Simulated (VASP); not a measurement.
# CdS (Hawleyite) (F-43m) in VASP: a series of runs

The runs below take CdS (Hawleyite) through relaxation of the atoms, with PBE.

Program: VASP 6.6.1. These are calculated values, not measurements. Logs are shortened: lines on timing, memory, paths and dates and some standing lists are left out, and cuts for length are marked.

## 1. The cell of the first run

Symmetry: F-43m, No. 216, cubic system. The conventional cell has a = 5.754 Å, b = 5.754 Å, c = 5.754 Å, α = 90.00°, β = 90.00°, γ = 90.00°. Within 3.3 Å of Cd (site symmetry -43m) lie 4 S at 2.49 Å. Within 3.3 Å of S (site symmetry -43m) lie 4 Cd at 2.49 Å.

## 2. Relaxation of the atoms, PBE (volume scaled by 0.96)

Contents of INCAR:

```
SYSTEM = CdS
ALGO = Normal ; EDIFF = 1E-6
EDIFFG = -0.02 ; ENCUT = 520
GGA = PE ; IBRION = 2
ISIF = 2 ; ISMEAR = -1
LASPH = .TRUE. ; LCHARG = .FALSE.
LREAL = .FALSE. ; LWAVE = .FALSE.
NELM = 80 ; NSW = 80
PREC = Accurate ; SIGMA = 0.02
```

Contents of KPOINTS:

```
k-points
0
G
  13 13 13
  0 0 0
```

Contents of POSCAR:

```
CdS
1.0
    0.0000000000      2.8770830059      2.8770830059
    2.8770830059      0.0000000000      2.8770830059
    2.8770830059      2.8770830059      0.0000000000
Cd S
1 1
Direct
    0.0000000000      0.0000000000      0.0000000000
    0.2500000000      0.2500000000      0.2500000000
```

Potentials or basis: VASP PAW PBE potentials, release 64 (Cd, S).

Started as:

```sh
$ cat potpaw_PBE.64/Cd/POTCAR potpaw_PBE.64/S/POTCAR > POTCAR
$ mpirun -np 1 vasp_std > vasp.out
```

OUTCAR:

```text
SYSTEM = CdS
   EDIFF = 1E-6
   EDIFFG = -0.02
   ENCUT = 520
   GGA = PE
   IBRION = 2
   ISIF = 2
   ISMEAR = -1
   LASPH = .TRUE.
   LREAL = .FALSE.
   NELM = 80
   NSW = 80
   PREC = Accurate

 ion  position               nearest neighbor table
   1  0.000  0.000  0.000-   2 2.49   2 2.49   2 2.49   2 2.49
   2  0.250  0.250  0.250-   1 2.49   1 2.49   1 2.49   1 2.49

  LATTYP: Found a face centered cubic cell.
 ALAT       =     5.7541660118

  Lattice vectors:

 A1 = (   0.0000000000,   2.8770830059,   2.8770830059)
 A2 = (   2.8770830059,   0.0000000000,   2.8770830059)
 A3 = (   2.8770830059,   2.8770830059,   0.0000000000)

Analysis of symmetry for initial positions (statically):
=====================================================================
 Subroutine PRICEL returns:
 Original cell was already a primitive cell.

 Routine SETGRP: Setting up the symmetry group for a
 face centered cubic supercell.

 Subroutine GETGRP returns: Found 24 space group operations
 (whereof 24 operations were pure point group operations)
 out of a pool of 48 trial point group operations.

The static configuration has the point symmetry T_d .

Analysis of symmetry for dynamics (positions and initial velocities):
=====================================================================
 Subroutine PRICEL returns:
 Original cell was already a primitive cell.

 Routine SETGRP: Setting up the symmetry group for a
 face centered cubic supercell.

 Subroutine GETGRP returns: Found 24 space group operations
 (whereof 24 operations were pure point group operations)
 out of a pool of 48 trial point group operations.

The dynamic configuration has the point symmetry T_d .

 Subroutine INISYM returns: Found 24 space group operations
 (whereof 24 operations are pure point group operations),
 and found     1 'primitive' translations

----------------------------------------------------------------------------------------

                                     Primitive cell

  volume of cell :      47.6307

  direct lattice vectors                    reciprocal lattice vectors
     0.000000000  2.877083006  2.877083006    -0.173787131  0.173787131  0.173787131
     2.877083006  0.000000000  2.877083006     0.173787131 -0.173787131  0.173787131
     2.877083006  2.877083006  0.000000000     0.173787131  0.173787131 -0.173787131

  length of vectors
     4.068809807  4.068809807  4.068809807     0.301008140  0.301008140  0.301008140

  position of ions in fractional coordinates (direct lattice)
     0.000000000  0.000000000  0.000000000
     0.250000000  0.250000000  0.250000000

  ion indices of the primitive-cell ions
   primitive index   ion index
                 1           1
                 2           2

----------------------------------------------------------------------------------------

 KPOINTS: k-points

Automatic generation of k-mesh.
 Grid dimensions read from file:
 generate k-points for:   13   13   13

 Generating k-lattice:

  Cartesian coordinates                     Fractional coordinates (reciprocal lattice)
    -0.013368241  0.013368241  0.013368241     0.076923077  0.000000000  0.000000000
     0.013368241 -0.013368241  0.013368241     0.000000000  0.076923077  0.000000000
     0.013368241  0.013368241 -0.013368241     0.000000000  0.000000000  0.076923077

  Length of vectors
     0.023154472  0.023154472  0.023154472

  Shift w.r.t. Gamma in fractional coordinates (k-lattice)
     0.000000000  0.000000000  0.000000000

 Subroutine IBZKPT returns following result:
 ===========================================

 Found     84 irreducible k-points:

 Following reciprocal coordinates:
            Coordinates               Weight
  0.000000  0.000000  0.000000      1.000000
  0.076923  0.000000  0.000000      8.000000
  0.153846  0.000000  0.000000      8.000000
  0.230769  0.000000  0.000000      8.000000
  0.307692  0.000000  0.000000      8.000000
  0.384615  0.000000  0.000000      8.000000
[... 16 lines left out ...]
  0.384615  0.153846  0.000000     24.000000
  0.461538  0.153846  0.000000     24.000000
 [... further k-points ...]
   k-points           NKPTS =     84   k-points in BZ     NKDIM =     84   number of bands    NBANDS=     13
   number of dos      NEDOS =    301   number of ions     NIONS =      2
   total plane-waves  NPLWV =  27000
   dimension x,y,z NGX =    30 NGY =   30 NGZ =   30
   dimension x,y,z NGXF=    60 NGYF=   60 NGZF=   60
   ions per type =               1   1
   NGX,Y,Z   is equivalent  to a cutoff of  12.26, 12.26, 12.26 a.u.
   NGXF,Y,Z  is equivalent  to a cutoff of  24.52, 24.52, 24.52 a.u.
 SYSTEM =  CdS
   PREC   = accura    normal or accurate (medium, high low for compatibility)
   ISTART =      0    job   : 0-new  1-cont  2-samecut
   ICHARG =      2    charge: 1-file 2-atom 10-const
   ISPIN  =      1    spin polarized calculation?
   LNONCOLLINEAR =      F non collinear calculations
   LSORBIT =      F    spin-orbit coupling
   LASPH  =      T    aspherical Exc in radial PAW
   ENCUT  =  520.0 eV  38.22 Ry    6.18 a.u.   7.57  7.57  7.57*2*pi/ulx,y,z
   NELM   =     80;   NELMIN=  2; NELMDL= -5     # of ELM steps
   EDIFF  = 0.1E-05   stopping-criterion for ELM
   LREAL  =      F    real-space projection
   EDIFFG = -.2E-01   stopping-criterion for IOM
   NSW    =     80    number of steps for IOM
   IBRION =      2    ionic relax: 0-MD 1-quasi-New 2-CG
   NFREE  =      1    steps in history (QN), initial steepest desc. (CG)
   ISIF   =      2    stress and relaxation
   ISYM   =      2    0-nonsym 1-usesym 2-fastsym
   POTIM  = 0.5000    time-step for ionic-motion
   TEBEG  =    0.0;   TEEND  =   0.0 temperature during run
   PSTRESS=    0.0 pullay stress
   NELECT =      18.0000    total number of electrons
   NUPDOWN=      -1.0000    fix difference up-down
   EMIN   =  10.00;   EMAX   =-10.00  energy-range for DOS
   EFERMI =   0.00;   METHOD = LEGACY
   ISMEAR =    -1;   SIGMA  =   0.02  broadening in eV -4-tet -1-fermi 0-gaus
   EFERMI_NEDOS =   21; number of points for ismear=-14 and -15
   IALGO  =     38    algorithm
   IMIX   =      4    mixing-type and parameters
     AMIX     =   0.40;   BMIX     =  1.00
     AMIX_MAG =   1.60;   BMIX_MAG =  1.00
  volume/ion in A,a.u.               =      23.82       160.71
  Fermi-wavevector in a.u.,A,eV,Ry     =   1.183595  2.236671 19.060376  1.400898
  Thomas-Fermi vector in A             =   2.319827
   LORBIT       =      0    0 simple, 1 ext, 2 COOP (PROOUT), +10 PAW based schemes
   GGA     = PE    functional components
   LHFCALC =     F    Hartree Fock is set to
   AEXX    =    0.0000 exact exchange contribution
   IVDW    =     0    specifies the selected vdW correction
   LEPSILON=     F    determine dielectric tensor
   LRPA    =     F    only Hartree local field effects (RPA)
 conjugate gradient relaxation of ions
 non-spin polarized calculation
  energy-cutoff  :      520.00
  volume of cell :       47.63
 maximum number of plane-waves:      1307
   NGX = 15   NGY = 15   NGZ = 15

 number of electron      18.0000008 magnetization

 Free energy of the ion-electron system (eV)
  ---------------------------------------------------
  ext. energy  EPLUGINS =         0.00000000
  ---------------------------------------------------
  free energy    TOTEN  =        -6.06351100 eV

  energy without entropy =       -6.06351100  energy(sigma->0) =       -6.06351100

 E-fermi :   2.0801     XC(G=0):  -9.3430

 val. band max:        1.6751267965   @ k =   0.0000   0.0000   0.0000
 cond. band min:       2.9131276054   @ k =   0.0000   0.0000   0.0000
 fundamental gap:      1.2380008089
 Fermi energy:         2.0801316914

 k-point     1 :       0.0000    0.0000    0.0000
  band No.  band energies     occupation
      1     -10.9558      2.00000
      2      -6.2133      2.00000
      3      -6.2133      2.00000
      4      -6.2133      2.00000
      5      -5.6750      2.00000
      6      -5.6750      2.00000
      7       1.6751      2.00000
      8       1.6751      2.00000
      9       1.6751      2.00000
     10       2.9131      0.00000
     11       8.2082      0.00000
     12       8.2082      0.00000
     13       8.2082      0.00000

 k-point     2 :       0.0769    0.0000    0.0000
  band No.  band energies     occupation
      1     -10.9293      2.00000
      2      -6.2034      2.00000
      3      -6.2034      2.00000
      4      -6.1934      2.00000
      5      -5.6758      2.00000
      6      -5.6758      2.00000
      7       1.1674      2.00000
      8       1.6226      2.00000
      9       1.6226      2.00000
     10       3.3438      0.00000
     11       8.0896      0.00000
     12       8.2947      0.00000
     13       8.2947      0.00000

 k-point     3 :       0.1538    0.0000    0.0000
  band No.  band energies     occupation
      1     -10.8557      2.00000
      2      -6.1769      2.00000
      3      -6.1769      2.00000
      4      -6.1271      2.00000
      5      -5.6763      2.00000
      6      -5.6763      2.00000
      7       0.2747      2.00000
      8       1.4821      2.00000
      9       1.4821      2.00000
     10       3.9857      0.00000
     11       7.9109      0.00000
     12       8.5043      0.00000
     13       8.5043      0.00000
[... 305 lines left out ...]
 k-point    23 :       0.3846    0.1538    0.0000
  band No.  band energies     occupation
      1     -10.5516      2.00000
      2      -6.0775      2.00000
      3      -6.0378      2.00000
      4      -5.7928      2.00000
      5      -5.6247      2.00000
      6      -5.5662      2.00000
      7      -1.8394      2.00000
      8       0.4877      2.00000
      9       0.6049      2.00000
     10       5.4925      0.00000
     11       7.4864      0.00000
     12       8.8334      0.00000
     13       9.4595      0.00000

 k-point    24 :       0.4615    0.1538    0.0000
  band No.  band energies     occupation
      1     -10.4815      2.00000
      2      -6.0636      2.00000
      3      -6.0249      2.00000
      4      -5.7246      2.00000
      5      -5.6228      2.00000
      6      -5.3443      2.00000
      7      -2.4852      2.00000
      8       0.2497      2.00000
      9       0.5598      2.00000
     10       5.5571      0.00000
     11       7.7190      0.00000
     12       9.1452      0.00000
     13       9.3522      0.00000

 [... further k-points ...]
[... 5 lines left out ...]
  --------------------------------------------------------------------------------------
  -------------------------------------------------------------------------------------
  Total        1.8534585      1.8534585      1.8534585     -0.0000000     -0.0000000     -0.0000000
  in kB       62.3456686     62.3456686     62.3456686     -0.0000000     -0.0000000     -0.0000000
  external PRESSURE =      62.3456686 kB  Pullay stress =       0.0000000 kB

 VOLUME and BASIS-vectors are now :
 -----------------------------------------------------------------------------
  energy-cutoff  :      520.00
  volume of cell :       47.63
      direct lattice vectors                 reciprocal lattice vectors
     0.000000000  2.877083006  2.877083006    -0.173787131  0.173787131  0.173787131
     2.877083006  0.000000000  2.877083006     0.173787131 -0.173787131  0.173787131
     2.877083006  2.877083006  0.000000000     0.173787131  0.173787131 -0.173787131

 POSITION                                       TOTAL-FORCE (eV/Angst)
 -----------------------------------------------------------------------------------
      0.00000      0.00000      0.00000         0.000000      0.000000      0.000000
      1.43854      1.43854      1.43854        -0.000000     -0.000000     -0.000000
 -----------------------------------------------------------------------------------
    total drift:                               -0.000001     -0.000001     -0.000001

  FREE ENERGIE OF THE ION-ELECTRON SYSTEM (eV)
  ---------------------------------------------------
  free  energy   TOTEN  =        -6.0635109993 eV

  energy  without entropy=       -6.0635109993  energy(sigma->0) =       -6.06351100

 reached required accuracy - stopping structural energy minimisation
```

It took 32 s on 1 thread of Intel Xeon 6975P-C, shared host; peak memory 0.2 GiB.

Results:

```yaml
Free_energy: -6.0635 eV
Pressure_after_relaxing: 6.2 GPa
Band_gap_on_the_k_mesh: 1.24 eV, direct
```

Final structure:
```cif
data_structure
_symmetry_space_group_name_H-M 'P 1'
_symmetry_Int_Tables_number 1
_cell_length_a 4.0688
_cell_length_b 4.0688
_cell_length_c 4.0688
_cell_angle_alpha 60.000
_cell_angle_beta 60.000
_cell_angle_gamma 60.000
_cell_volume 47.63
loop_
_atom_site_label
_atom_site_type_symbol
_atom_site_fract_x
_atom_site_fract_y
_atom_site_fract_z
_atom_site_occupancy
Cd1 Cd 0.00000 0.00000 0.00000 1
S1 S 0.25000 0.25000 0.25000 1
```

Caveat: the relaxation stopped at its first step, so nothing moved.

## 3. Relaxation of the atoms, PBE (volume scaled by 0.98)

Contents of INCAR:

```
SYSTEM = CdS
  PREC = Accurate
  ENCUT = 520
  EDIFF = 1E-7
  ISMEAR = -1
  SIGMA = 0.02
  LREAL = .False.
  LASPH = .True.
  NELM = 100
  ALGO = Normal
  ISIF = 2
  LWAVE = .False.
  LCHARG = .False.
  GGA = PE
  IBRION = 2
  NSW = 80
  EDIFFG = -0.02
```

Contents of KPOINTS:

```
Automatic mesh
0
Gamma
  13 13 13
  0 0 0
```

Contents of POSCAR:

```
CdS
1.0
    0.0000000000      2.8969255847      2.8969255847
    2.8969255847      0.0000000000      2.8969255847
    2.8969255847      2.8969255847      0.0000000000
Cd S
1 1
Direct
    0.0000000000      0.0000000000      0.0000000000
    0.2500000000      0.2500000000      0.2500000000
```

Potentials or basis: VASP PAW PBE potentials, release 64 (Cd, S).

Started as:

```sh
$ cat potpaw_PBE.64/Cd/POTCAR potpaw_PBE.64/S/POTCAR > POTCAR
$ mpirun -np 1 vasp_std > vasp.out
```

It took 33 s on 1 thread of Intel Xeon 6975P-C, shared host; peak memory 0.21 GiB.

Results (log left out):

```yaml
Free_energy: -6.0972 eV
Pressure_after_relaxing: 4.6 GPa
Band_gap_on_the_k_mesh: 1.19 eV, direct
```

Final structure:
```
CELL_PARAMETERS angstrom
0.00000 2.89693 2.89693
2.89693 0.00000 2.89693
2.89693 2.89693 0.00000
ATOMIC_POSITIONS crystal
Cd 0.00000 0.00000 0.00000
S 0.25000 0.25000 0.25000
```

Levels at points of the mesh, in eV from the valence-band top:
| k point | band 6 | band 7 | band 8 | band 9 | band 10 | band 11 | band 12 | band 13 |
| --- | --- | --- | --- | --- | --- | --- | --- | --- |
| (0.00, 0.00, 0.00) | -7.30 | 0.00 | 0.00 | 0.00 | 1.19 | 6.54 | 6.54 | 6.54 |

Caveat: the relaxation stopped at its first step, so nothing moved.

## 4. Relaxation of the atoms, PBE (volume scaled by 1.04)

Contents of INCAR:

```
  ALGO = Normal
  EDIFF = 1E-6
  EDIFFG = -0.02
  ENCUT = 520
  GGA = PE
  IBRION = 2
  ISIF = 2
  ISMEAR = -1
  LASPH = True
  LCHARG = False
  LREAL = False
  LWAVE = False
  NELM = 100
  NSW = 80
  PREC = Accurate
  SIGMA = 0.02
```

Contents of KPOINTS:

```
k-points
0
Gamma
  13 13 13
```

Contents of POSCAR:

```
CdS
1.0
    0.0000000000      2.9548794012      2.9548794012
    2.9548794012      0.0000000000      2.9548794012
    2.9548794012      2.9548794012      0.0000000000
Cd S
1 1
Direct
    0.0000000000      0.0000000000      0.0000000000
    0.2500000000      0.2500000000      0.2500000000
```

Started as:

```sh
$ cat potpaw_PBE.64/Cd/POTCAR potpaw_PBE.64/S/POTCAR > POTCAR
$ mpirun -np 1 vasp_std > vasp.out
```

It took 1.7 min on 1 thread of AMD EPYC 7R13, shared host; peak memory 0.18 GiB.

The run converged. Its results:

| Item | Value |
| --- | --- |
| Free energy | -6.1460 eV |
| Pressure after relaxing | 0.8 GPa |
| Band gap on the k mesh | 1.06 eV, direct |

Final structure:
```
CELL_PARAMETERS angstrom
0.00000 2.95488 2.95488
2.95488 0.00000 2.95488
2.95488 2.95488 0.00000
ATOMIC_POSITIONS crystal
Cd 0.00000 0.00000 0.00000
S 0.25000 0.25000 0.25000
```

Levels at points of the mesh, in eV from the valence-band top:
```csv
k point,band 6,band 7,band 8,band 9,band 10,band 11,band 12,band 13
"(0.00, 0.00, 0.00)",-7.17,0.00,0.00,0.00,1.06,6.55,6.55,6.55
```

Caveat: the relaxation stopped at its first step, so nothing moved. A k mesh can miss the band edges.

(Continued in part 2 of 2.)
